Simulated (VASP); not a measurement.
WSe2: relaxation of cell and atoms with PBE+D3(BJ)

WSe2:

```
CELL_PARAMETERS angstrom
3.31993 0.00000 0.00000
-1.65997 2.87515 0.00000
0.00000 0.00000 13.73719
ATOMIC_POSITIONS crystal
W 0.66667 0.33333 0.75000
W 0.33333 0.66667 0.25000
Se 0.33333 0.66667 0.87100
Se 0.66667 0.33333 0.37100
Se 0.33333 0.66667 0.62900
Se 0.66667 0.33333 0.12900
```

```
Program                : VASP 6.6.1
Task                   : relaxation of cell and atoms
Functional             : PBE
Dispersion             : D3(BJ)
Potentials or basis    : VASP PAW PBE potentials, release 64 (W_sv, Se)
Cutoff                 : 600 eV
k mesh                 : 9 × 9 × 2
Occupations            : gaussian, width 0.02 eV
Spin                   : no spin polarisation
Dipole correction      : no
Further INCAR settings : ALGO = Normal; EDIFF = 1e-07; IBRION = 2; EDIFFG = -0.002; NSW = 100; ISIF = 3
```

```
Relaxed volume                        : 19.88 Å³/atom
Relaxed cell                          : a = 3.281 Å, b = 3.281 Å, c = 12.796 Å, α = 90.00°, β = 90.00°, γ = 120.00°
Space group after relaxing (to 0.1 Å) : P6_3/mmc (No. 194)
Energy gained by relaxing             : 21.3 meV/atom
Ionic steps                           : 20
Pressure after relaxing               : 0.0 GPa
Band gap on the k mesh                : 0.99 eV (least direct gap 1.56 eV)
Dispersion energy per atom            : -0.475 eV
```

Step by step:
| step | energy change (eV) | largest force (eV/Å) | pressure (GPa) | volume (Å³) |
| --- | --- | --- | --- | --- |
| 1 | 0.0000 | 0.2974 | -1.32 | 131.13 |
| 2 | -0.0299 | 0.3369 | 0.70 | 127.73 |
| 3 | -0.0299 | 0.3376 | 0.73 | 127.68 |
| 4 | -0.0372 | 0.1212 | -1.35 | 127.68 |
| 5 | -0.0401 | 0.0369 | -0.63 | 127.68 |
| 6 | -0.0604 | 0.0404 | -0.57 | 126.36 |
| 7 | -0.1098 | 0.0600 | -0.15 | 122.40 |
| 8 | -0.0770 | 0.0577 | 2.19 | 114.45 |
| 9 | -0.1231 | 0.1551 | 0.71 | 120.02 |
| 10 | -0.1246 | 0.1507 | 1.02 | 118.62 |
| 11 | -0.1130 | 0.3070 | -1.64 | 118.84 |
| 12 | -0.1268 | 0.0194 | 0.25 | 118.68 |
| 13 | -0.1268 | 0.0163 | 0.23 | 118.69 |
| 14 | -0.1275 | 0.0016 | 0.07 | 119.03 |
| 15 | -0.1276 | 0.0113 | -0.02 | 119.21 |
| 16 | -0.1276 | 0.0118 | -0.02 | 119.22 |
| 17 | -0.1276 | 0.0026 | 0.04 | 119.26 |
| 18 | -0.1276 | 0.0008 | 0.03 | 119.25 |
| 19 | -0.1276 | 0.0003 | 0.02 | 119.25 |
| 20 | -0.1276 | 0.0006 | -0.01 | 119.30 |

Final structure:
```
W Se
1.0
     3.28106    0.00000    0.00000
    -1.64053    2.84148    0.00000
     0.00000    0.00000   12.79588
W Se
2 4
Cartesian
  1.6405 0.9472 9.5969
  0.0000 1.8943 3.1990
  0.0000 1.8943 11.2832
  1.6405 0.9472 4.8853
  0.0000 1.8943 7.9106
  1.6405 0.9472 1.5127
```

Levels at points of the mesh, in eV from the valence-band top:
| k point | band 23 | band 24 | band 25 | band 26 | band 27 | band 28 | band 29 | band 30 |
| --- | --- | --- | --- | --- | --- | --- | --- | --- |
| (0.00, 0.00, 0.00) | -1.45 | -1.19 | -0.96 | 0.00 | 2.62 | 2.62 | 2.67 | 2.69 |
| (0.00, 0.00, 0.50) | -1.49 | -1.49 | -0.20 | -0.20 | 2.62 | 2.62 | 2.62 | 2.62 |

Wall time 15 min on 1 thread of AMD EPYC 9R45 96-Core Processor (Zen 5), on a shared host, peak memory 0.34 GiB.

Caveat: spin-orbit coupling is left out, which moves the levels of the heavy elements. A k mesh can miss the band edges.
